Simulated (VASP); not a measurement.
Wanted: the native input for a VASP 6.6.1 run.

| Item | Value |
| --- | --- |
| Task | single point |
| Functional | PBEsol |
| Potentials or basis | VASP PAW PBE potentials, release 64 (Zn, S) |
| Cutoff | 520 eV |
| k mesh | 8 × 8 × 5 |
| Occupations | fermi-dirac, width 0.05 eV |
| Spin | no spin polarisation |
| Dipole correction | no |
| Further INCAR settings | ALGO = Normal; EDIFF = 1e-06; NBANDS = 26 |

The structure of ZnS (Wurtzite-2H) lies in POSCAR:

```
ZnS
1.0
    3.7854220481      0.0000000000      0.0000000000
   -1.8927110241      3.2782716577      0.0000000000
    0.0000000000      0.0000000000      6.1921598132
Zn S
2 2
Direct
    0.6666666667      0.3333333333      0.5000000000
    0.3333333333      0.6666666667      0.0000000000
    0.6666666667      0.3333333333      0.8850000000
    0.3333333333      0.6666666667      0.3850000000
```

This cell differs from its parent crystal: volume scaled by 0.98.

These files were run (other wordings do the same):

INCAR

```
PREC     = Accurate       # precision mode
ENCUT    = 520            # plane-wave cutoff, eV
EDIFF    = 1E-6           # SCF threshold, eV
ISMEAR   = -1             # smearing method
SIGMA    = 0.05           # smearing width, eV
LREAL    = False          # projectors in reciprocal space
LASPH    = True           # aspherical terms in the spheres
NELM     = 100            # most SCF steps
ALGO     = Normal         # electronic algorithm
ISIF     = 2              # what is computed and relaxed
LWAVE    = False          # write WAVECAR
LCHARG   = True           # write CHGCAR
GGA      = PS             # functional
LELF     = True           # ELF
LVHAR    = True         
NBANDS   = 26             # bands
```

KPOINTS

```
regular mesh
0
Gamma
  8 8 5
```

Potentials or basis: VASP PAW PBE potentials, release 64 (Zn, S).

Launch:

```console
$ cat potpaw_PBE.64/Zn/POTCAR potpaw_PBE.64/S/POTCAR > POTCAR
$ mpirun -np 1 vasp_std > vasp.out
```

Results of the run:

```yaml
Pressure: 0.5 GPa
Largest_force: 0.333 eV/Å
Band_gap_on_the_k_mesh: 2.21 eV, direct
```

Caveat: the PAW data sets were made with another functional, which shifts forces and pressure a little.

Wall time 37 s on 1 thread of Intel(R) Xeon(R) Platinum 8259CL CPU @ 2.50GHz (Skylake/Cascade Lake) (shared host), peak memory 0.21 GiB.
